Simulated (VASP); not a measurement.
# HC64 (a cell with a defect) in VASP: single point with PBEsol

Aim: the single point of HC64 (a cell with a defect) with PBEsol.

All numbers are computed with VASP 6.6.1; they aren't measurements. Logs are shortened: lines on timing, memory, paths and dates and some standing lists are left out, and cuts for length are marked.

### Step 1. The cell of the first run

The cell holds a defect, 65 atoms: a = 7.108 Å, b = 7.108 Å, c = 7.108 Å, α = 90.00°, β = 90.00°, γ = 90.00°.

### Step 2. Single point, PBEsol

Contents of INCAR:

```
PREC = Accurate
ENCUT = 520
EDIFF = 1E-6
ISMEAR = -1
SIGMA = 0.05
LREAL = Auto
LASPH = T
NELM = 120
ALGO = Normal
ISIF = 2
LWAVE = F
LCHARG = F
GGA = PS
NBANDS = 166
NELECT = 258.0
GGA_COMPAT = F
```

Contents of KPOINTS:

```
Automatic mesh
0
Gamma
  1 1 1
```

Contents of POSCAR:

```
HC64
1.0
    7.1076060000      0.0000000000      0.0000000000
    0.0000000000      7.1076060000      0.0000000000
    0.0000000000      0.0000000000      7.1076060000
C H
64 1
Direct
    0.0003700000      0.0002400000      0.0002100000
    0.0002800000      0.0001500000      0.4991700000
    0.0003100000      0.5003900000      0.9991800000
    0.0002000000      0.5001500000      0.4999300000
    0.5005200000      0.0001800000      0.9991800000
    0.5002800000      0.0000700000      0.4999300000
    0.5002200000      0.5000800000      0.9956100000
    0.4998200000      0.4996900000      0.5037700000
    0.1253400000      0.1252200000      0.1251800000
    0.1256100000      0.1254700000      0.6248700000
    0.1244300000      0.6257700000      0.1251600000
    0.1253000000      0.6261300000      0.6246700000
    0.6258900000      0.1243000000      0.1251600000
    0.6262700000      0.1251800000      0.6246700000
    0.6219800000      0.6218400000      0.1281900000
    0.6254000000      0.6252700000      0.6257100000
    0.2494400000      0.2493100000      0.9987000000
    0.2503700000      0.2502200000      0.4999200000
    0.2503700000      0.7505200000      0.9996300000
    0.2468100000      0.7519700000      0.5013600000
    0.7506500000      0.2502400000      0.9996300000
    0.7521000000      0.2466700000      0.5013600000
    0.7521100000      0.7519700000      0.9960600000
    0.7498400000      0.7497200000      0.4991000000
    0.3755600000      0.3754100000      0.1248100000
    0.3754900000      0.3753600000      0.6267200000
    0.3754900000      0.8773400000      0.1247500000
    0.3751900000      0.8754300000      0.6248200000
    0.8774800000      0.3753600000      0.1247500000
    0.8755700000      0.3750600000      0.6248200000
    0.8755600000      0.8754300000      0.1244600000
    0.8753300000      0.8752000000      0.6246000000
    0.2499300000      0.0002000000      0.2497900000
    0.2509400000      0.0002400000      0.7496300000
    0.2463700000      0.5001100000      0.2494800000
    0.2499300000      0.5003900000      0.7495600000
    0.7506700000      0.0000600000      0.2495500000
    0.7499000000      0.0001500000      0.7495500000
    0.7545300000      0.4996600000      0.2490700000
    0.7506700000      0.5001500000      0.7494500000
    0.3759100000      0.1243200000      0.3751500000
    0.3759100000      0.1252000000      0.8746000000
    0.3788600000      0.6219100000      0.3713100000
    0.3759100000      0.6257500000      0.8737000000
    0.8754100000      0.1251600000      0.3755300000
    0.8756000000      0.1254900000      0.8748800000
    0.8764600000      0.6252600000      0.3746700000
    0.8754000000      0.6261500000      0.8745600000
    0.0003200000      0.2497900000      0.2497900000
    0.0003700000      0.2508200000      0.7496300000
    0.0001800000      0.7505300000      0.2495500000
    0.0003000000      0.7497700000      0.7495500000
    0.5002400000      0.2462300000      0.2494800000
    0.5005200000      0.2498000000      0.7495600000
    0.4997900000      0.7543900000      0.2490700000
    0.5003000000      0.7505300000      0.7494500000
    0.1244400000      0.3757700000      0.3751500000
    0.1253400000      0.3757800000      0.8746000000
    0.1253000000      0.8752700000      0.3755300000
    0.1256100000      0.8754600000      0.8748800000
    0.6220400000      0.3787400000      0.3712900000
    0.6258800000      0.3757800000      0.8737000000
    0.6254000000      0.8763300000      0.3746700000
    0.6262700000      0.8752700000      0.8745600000
    0.5047300000      0.5045900000      0.2539000000
```

Potentials or basis: VASP PAW PBE potentials, release 64 (C, H).

The run is started by

```sh
$ cat potpaw_PBE.64/C/POTCAR potpaw_PBE.64/H/POTCAR > POTCAR
$ mpirun -np 1 vasp_gam > vasp.out
```

OUTCAR:

```text
PREC = Accurate
   ENCUT = 520
   EDIFF = 1E-6
   ISMEAR = -1
   LREAL = Auto
   LASPH = T
   NELM = 120
   ISIF = 2
   GGA = PS
   NELECT = 258.0

 ion  position               nearest neighbor table
   1  0.000  0.000  0.000-  31 1.53   9 1.54  60 1.54  46 1.54
   2  0.000  0.000  0.499-  45 1.53  59 1.53  32 1.54  10 1.54
   3  0.000  0.500  0.999-  29 1.53  58 1.54  48 1.54  11 1.54
   4  0.000  0.500  0.500-  57 1.53  47 1.54  30 1.54  12 1.54
   5  0.501  0.000  0.999-  27 1.53  42 1.54  64 1.54  13 1.54
   6  0.500  0.000  0.500-  41 1.53  63 1.54  28 1.54  14 1.54
   7  0.500  0.500  0.996-  62 1.53  44 1.53  15 1.54  25 1.55
   8  0.500  0.500  0.504-  26 1.52  16 1.53  43 1.54  61 1.54
   9  0.125  0.125  0.125-  49 1.54  33 1.54  17 1.54   1 1.54
  10  0.126  0.125  0.625-  18 1.54  34 1.54  50 1.54   2 1.54
  11  0.124  0.626  0.125-  35 1.53  51 1.53   3 1.54  19 1.54
  12  0.125  0.626  0.625-  20 1.52  52 1.53  36 1.54   4 1.54
  13  0.626  0.124  0.125-  53 1.53  37 1.53   5 1.54  21 1.54
  14  0.626  0.125  0.625-  22 1.52  38 1.53  54 1.54   6 1.54
  15  0.622  0.622  0.128-  65 1.48  39 1.54  55 1.54   7 1.54  23 1.61
  16  0.625  0.625  0.626-   8 1.53  56 1.54  40 1.54  24 1.54
  17  0.249  0.249  0.999-  58 1.54   9 1.54  42 1.54  25 1.55
  18  0.250  0.250  0.500-  10 1.54  41 1.54  57 1.54  26 1.55
  19  0.250  0.751  1.000-  60 1.54  11 1.54  44 1.54  27 1.55
  20  0.247  0.752  0.501-  59 1.52  12 1.52  28 1.54  43 1.61
  21  0.751  0.250  1.000-  46 1.54  13 1.54  62 1.54  29 1.55
[... 41 lines left out ...]
  63  0.625  0.876  0.375-  55 1.53   6 1.54  37 1.54  24 1.54
  64  0.626  0.875  0.875-  23 1.52  38 1.53   5 1.54  56 1.54
  65  0.505  0.505  0.254-  15 1.48

  LATTYP: Found a simple cubic cell.
 ALAT       =     7.1076060000

  Lattice vectors:

 A1 = (   7.1076060000,   0.0000000000,   0.0000000000)
 A2 = (   0.0000000000,   7.1076060000,   0.0000000000)
 A3 = (   0.0000000000,   0.0000000000,   7.1076060000)

Analysis of symmetry for initial positions (statically):
=====================================================================
 Subroutine PRICEL returns:
 Original cell was already a primitive cell.

 Routine SETGRP: Setting up the symmetry group for a
 simple cubic supercell.

 Subroutine GETGRP returns: Found  1 space group operations
 (whereof  1 operations were pure point group operations)
 out of a pool of 48 trial point group operations.

The static configuration has the point symmetry C_1 .

Analysis of symmetry for dynamics (positions and initial velocities):
=====================================================================
 Subroutine PRICEL returns:
 Original cell was already a primitive cell.

 Routine SETGRP: Setting up the symmetry group for a
 simple cubic supercell.

 Subroutine GETGRP returns: Found  1 space group operations
 (whereof  1 operations were pure point group operations)
 out of a pool of 48 trial point group operations.

The dynamic configuration has the point symmetry C_1 .

 Subroutine INISYM returns: Found  1 space group operations
 (whereof  1 operations are pure point group operations),
 and found     1 'primitive' translations

----------------------------------------------------------------------------------------

                                     Primitive cell

  volume of cell :     359.0625

  direct lattice vectors                    reciprocal lattice vectors
     7.107606000  0.000000000  0.000000000     0.140694349  0.000000000  0.000000000
     0.000000000  7.107606000  0.000000000     0.000000000  0.140694349  0.000000000
     0.000000000  0.000000000  7.107606000     0.000000000  0.000000000  0.140694349

  length of vectors
     7.107606000  7.107606000  7.107606000     0.140694349  0.140694349  0.140694349

  position of ions in fractional coordinates (direct lattice)
     0.000370000  0.000240000  0.000210000
     0.000280000  0.000150000  0.499170000
     0.000310000  0.500390000  0.999180000
     0.000200000  0.500150000  0.499930000
     0.500520000  0.000180000  0.999180000
     0.500280000  0.000070000  0.499930000
[... 57 lines left out ...]
     0.626270000  0.875270000  0.874560000
     0.504730000  0.504590000  0.253900000

  ion indices of the primitive-cell ions
   primitive index   ion index
                 1           1
                 2           2
                 3           3
                 4           4
                 5           5
                 6           6
[... 57 lines left out ...]
                64          64
                65          65

----------------------------------------------------------------------------------------

 KPOINTS: Automatic mesh

Automatic generation of k-mesh.
 Grid dimensions read from file:
 generate k-points for:    1    1    1

 Generating k-lattice:

  Cartesian coordinates                     Fractional coordinates (reciprocal lattice)
     0.140694349  0.000000000  0.000000000     1.000000000  0.000000000  0.000000000
     0.000000000  0.140694349  0.000000000     0.000000000  1.000000000  0.000000000
     0.000000000  0.000000000  0.140694349     0.000000000  0.000000000  1.000000000

  Length of vectors
     0.140694349  0.140694349  0.140694349

  Shift w.r.t. Gamma in fractional coordinates (k-lattice)
     0.000000000  0.000000000  0.000000000

 Subroutine IBZKPT returns following result:
 ===========================================

 Found      1 irreducible k-points:

 Following reciprocal coordinates:
            Coordinates               Weight
  0.000000  0.000000  0.000000      1.000000
   k-points           NKPTS =      1   k-points in BZ     NKDIM =      1   number of bands    NBANDS=    166
   number of dos      NEDOS =    301   number of ions     NIONS =     65
   total plane-waves  NPLWV = 157464
   dimension x,y,z NGX =    54 NGY =   54 NGZ =   54
   dimension x,y,z NGXF=   108 NGYF=  108 NGZF=  108
   ions per type =              64   1
   NGX,Y,Z   is equivalent  to a cutoff of  12.63, 12.63, 12.63 a.u.
   NGXF,Y,Z  is equivalent  to a cutoff of  25.26, 25.26, 25.26 a.u.
 SYSTEM =  unknown system
   PREC   = accura    normal or accurate (medium, high low for compatibility)
   ISTART =      0    job   : 0-new  1-cont  2-samecut
   ICHARG =      2    charge: 1-file 2-atom 10-const
   ISPIN  =      1    spin polarized calculation?
   LNONCOLLINEAR =      F non collinear calculations
   LSORBIT =      F    spin-orbit coupling
   LASPH  =      T    aspherical Exc in radial PAW
   ENCUT  =  520.0 eV  38.22 Ry    6.18 a.u.  13.22 13.22 13.22*2*pi/ulx,y,z
   NELM   =    120;   NELMIN=  2; NELMDL= -5     # of ELM steps
   EDIFF  = 0.1E-05   stopping-criterion for ELM
   LREAL  =      T    real-space projection
   EDIFFG = 0.1E-04   stopping-criterion for IOM
   NSW    =      0    number of steps for IOM
   IBRION =     -1    ionic relax: 0-MD 1-quasi-New 2-CG
   NFREE  =      0    steps in history (QN), initial steepest desc. (CG)
   ISIF   =      2    stress and relaxation
   ISYM   =      2    0-nonsym 1-usesym 2-fastsym
   POTIM  = 0.5000    time-step for ionic-motion
   TEBEG  =    0.0;   TEEND  =   0.0 temperature during run
   PSTRESS=    0.0 pullay stress
   NELECT =     258.0000    total number of electrons
   NUPDOWN=      -1.0000    fix difference up-down
   EMIN   =  10.00;   EMAX   =-10.00  energy-range for DOS
   EFERMI =   0.00;   METHOD = LEGACY
   ISMEAR =    -1;   SIGMA  =   0.05  broadening in eV -4-tet -1-fermi 0-gaus
   EFERMI_NEDOS =   21; number of points for ismear=-14 and -15
   IALGO  =     38    algorithm
   IMIX   =      4    mixing-type and parameters
     AMIX     =   0.40;   BMIX     =  1.00
     AMIX_MAG =   1.60;   BMIX_MAG =  1.00
  volume/ion in A,a.u.               =       5.52        37.28
  Fermi-wavevector in a.u.,A,eV,Ry     =   1.466306  2.770917 29.253266  2.150054
  Thomas-Fermi vector in A             =   2.582060
   LORBIT       =      0    0 simple, 1 ext, 2 COOP (PROOUT), +10 PAW based schemes
   GGA     = PS    functional components
   LHFCALC =     F    Hartree Fock is set to
   AEXX    =    0.0000 exact exchange contribution
   IVDW    =     0    specifies the selected vdW correction
   LEPSILON=     F    determine dielectric tensor
   LRPA    =     F    only Hartree local field effects (RPA)
 non-spin polarized calculation
  energy-cutoff  :      520.00
  volume of cell :      359.06
 maximum number of plane-waves:      4886
 NGX is ok and might be reduce to    54
   NGX = 27   NGY = 27   NGZ = 27

 number of electron     258.0000007 magnetization

 Free energy of the ion-electron system (eV)
  ---------------------------------------------------
  ext. energy  EPLUGINS =         0.00000000
  ---------------------------------------------------
  free energy    TOTEN  =      -595.06373341 eV

  energy without entropy =     -595.06373338  energy(sigma->0) =     -595.06373340

 E-fermi :  13.2302     XC(G=0): -13.5220

 val. band max:       12.2974702129   @ k =   0.0000   0.0000   0.0000
 cond. band min:      14.2300971302   @ k =   0.0000   0.0000   0.0000
 fundamental gap:      1.9326269173
 Fermi energy:        13.2301989384

 k-point     1 :       0.0000    0.0000    0.0000
  band No.  band energies     occupation
      1     -11.8218      2.00000
      2      -9.7079      2.00000
      3      -9.5226      2.00000
      4      -9.5226      2.00000
      5      -9.4522      2.00000
      6      -9.4285      2.00000
[... 133 lines left out ...]
    140      14.5989      0.00000
    141      15.4255      0.00000
 [bands above 141 left out]

------------------------ aborting loop because EDIFF is reached ----------------------------------------

  FORCE on cell =-STRESS in cart. coord.  units (eV):
  Direction    XX          YY          ZZ          XY          YZ          ZX
  --------------------------------------------------------------------------------------
  -------------------------------------------------------------------------------------
  Total       31.9157931     31.9253170     31.9082318     -0.7603792     -0.7735810     -0.7633222
  in kB      142.4118694    142.4543662    142.3781299     -3.3928980     -3.4518059     -3.4060297
  external PRESSURE =     142.4147885 kB  Pullay stress =       0.0000000 kB

 VOLUME and BASIS-vectors are now :
 -----------------------------------------------------------------------------
  energy-cutoff  :      520.00
  volume of cell :      359.06
      direct lattice vectors                 reciprocal lattice vectors
     7.107606000  0.000000000  0.000000000     0.140694349  0.000000000  0.000000000
     0.000000000  7.107606000  0.000000000     0.000000000  0.140694349  0.000000000
     0.000000000  0.000000000  7.107606000     0.000000000  0.000000000  0.140694349

 POSITION                                       TOTAL-FORCE (eV/Angst)
 -----------------------------------------------------------------------------------
      0.00263      0.00171      0.00149         0.081982      0.082988      0.091555
      0.00199      0.00107      3.54790         0.049409      0.048246      0.027966
      0.00220      3.55657      7.10178         0.090486      0.149764      0.251295
      0.00142      3.55487      3.55331         0.017611      0.125481     -0.106351
      3.55750      0.00128      7.10178         0.147230      0.087361      0.252750
      3.55579      0.00050      3.55331         0.129318      0.015879     -0.106327
[... 57 lines left out ...]
      4.45128      6.22107      6.21603        -0.070649      0.025242     -0.133402
      3.58742      3.58643      1.80462        -0.213200     -0.214099     -0.213403
 -----------------------------------------------------------------------------------
    total drift:                               -0.027797     -0.022295      0.037536

  FREE ENERGIE OF THE ION-ELECTRON SYSTEM (eV)
  ---------------------------------------------------
  free  energy   TOTEN  =      -595.0637334118 eV

  energy  without entropy=     -595.0637333794  energy(sigma->0) =     -595.06373340
```

Run time: 3.6 min. Hardware: 1 thread of Intel Xeon 8259CL, shared host; peak memory 0.36 GiB.

What came out:

```
Free energy   : -595.0637 eV
Largest force : 0.485 eV/Å
```

Forces on the atoms (eV/Å):
```
C    0.082  0.083  0.092
C    0.049  0.048  0.028
C    0.090  0.150  0.251
C    0.018  0.125 -0.106
C    0.147  0.087  0.253
C    0.129  0.016 -0.106
C   -0.078 -0.079  0.444
C    0.200  0.199 -0.112
C   -0.015 -0.016 -0.274
C   -0.079 -0.077 -0.040
C   -0.278 -0.040 -0.234
C   -0.132 -0.065  0.026
C   -0.035 -0.280 -0.236
C   -0.069 -0.136  0.026
C    0.052  0.054 -0.257
C   -0.035 -0.038  0.211
C   -0.214 -0.215 -0.209
C    0.110  0.114  0.008
C    0.109  0.014  0.112
C    0.443  0.132  0.138
C    0.014  0.109  0.111
C    0.134  0.445  0.139
C    0.137  0.140  0.436
C    0.099  0.093  0.105
C    0.207  0.216  0.201
C   -0.156 -0.157 -0.004
C   -0.151 -0.006 -0.162
C   -0.290 -0.094 -0.098
C   -0.007 -0.151 -0.161
C   -0.096 -0.291 -0.100
C   -0.091 -0.091 -0.304
C   -0.040 -0.042 -0.049
C    0.240  0.088  0.148
C    0.100  0.082  0.087
C    0.444 -0.083 -0.077
C    0.240  0.148  0.096
C   -0.103  0.014  0.118
C    0.021  0.051  0.048
C   -0.108  0.207  0.212
C   -0.101  0.122  0.012
C   -0.229 -0.293 -0.029
C   -0.273 -0.014 -0.016
C   -0.261  0.052  0.043
C   -0.238 -0.036 -0.283
C    0.029 -0.138 -0.064
C   -0.045 -0.084 -0.081
C    0.215 -0.038 -0.034
C    0.026 -0.073 -0.135
C    0.087  0.244  0.151
C    0.086  0.098  0.085
C    0.016 -0.101  0.120
C    0.043  0.019  0.047
C   -0.083  0.446 -0.076
C    0.147  0.240  0.093
C    0.209 -0.109  0.212
C    0.115 -0.101  0.013
C   -0.286 -0.230 -0.029
C   -0.017 -0.273 -0.017
C   -0.139  0.030 -0.065
C   -0.079 -0.040 -0.083
C    0.050 -0.263  0.045
C   -0.033 -0.241 -0.283
C   -0.042  0.216 -0.037
C   -0.071  0.025 -0.133
H   -0.213 -0.214 -0.213
```

Caveat: the k points lie up to 0.88 Å⁻¹ apart, too coarse for converged energies, forces and pressures; the cell carries a net charge on a neutralising background, which shifts energy and pressure; the cell is charged against a uniform background, so pressure and absolute levels hang on convention; the PAW data sets were made with another functional, which shifts forces and pressure a little.
